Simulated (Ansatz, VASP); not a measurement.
One calculation of Si2N, two programs

```
Si N
1.0
     1.94284   -1.94103    0.00000
     1.94284    1.94103    0.00000
     0.00000    0.00000    5.13229
Si N
2 1
Direct
  0.50000 0.00000 0.24431
  0.00000 0.50000 0.75569
  0.00000 0.00000 0.00000
```

Alike in both runs: functional PBE; k mesh 6 × 6 × 4; occupations gaussian, width 0.1 eV; no spin polarisation.

Ansatz relaxed the structure, and its values are those at the end. VASP's run is a single point on that final structure, the one shown.

|  | VASP | Ansatz |
| --- | --- | --- |
| version | VASP 6.6.1 | Ansatz 0.2.0 |
| potentials or method | VASP PAW PBE potentials, release 64 (Si, N), cutoff 520 eV | scalar-relativistic, plane waves, PAW |
| valence electrons in the cell | 13 | 13 |

Ansatz gave:

```
gap on the k mesh at the Fermi level (eV) : none
pressure (GPa)                            : 0.2
rms of the force components (eV/Å)        : 0.007
```

Task: What did VASP give for the same quantities?

Result: gap on the k mesh at the Fermi level (eV): none; pressure (GPa): 0.1; rms of the force components (eV/Å): 0.016.

A gap of «none» marks a metal or a gap that the smearing closes.

The k mesh is coarse, so the values compare programs but aren't converged.
